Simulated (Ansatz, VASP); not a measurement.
## AlNi: VASP beside Ansatz

```xyz
2
Lattice="2.8620 0.0000 0.0000 0.0000 2.8620 0.0000 0.0000 0.0000 2.8620" Properties=species:S:1:pos:R:3 pbc="T T T"
Al    0.0000    0.0000    0.0000
Ni    1.4310    1.4310    1.4310
```

Alike in both runs: functional PBEsol; k mesh 16 × 16 × 16; occupations fermi-dirac, width 0.05 eV; no spin polarisation.

Ansatz relaxed the structure, and its values are those at the end. VASP's run is a single point on that final structure, the one shown.

|  | VASP | Ansatz |
| --- | --- | --- |
| version | VASP 6.6.1 | Ansatz 0.2.0 |
| potentials or method | VASP PAW PBE potentials, release 64 (Al, Ni) | PAW with Ansatz's default frozen-core files, scalar-relativistic |
| plane-wave cutoff (eV) | 520 | 420 |
| valence electrons in the cell | 13 | 21 |

```csv
,VASP,Ansatz,Ansatz less VASP
pressure (GPa),0.2,0.0,-0.20
```

VASP's potentials were made for PBE, not for PBEsol. VASP's potentials hold 13 valence electrons a cell and Ansatz's 21, so a difference there can come from the potentials and not from the codes.
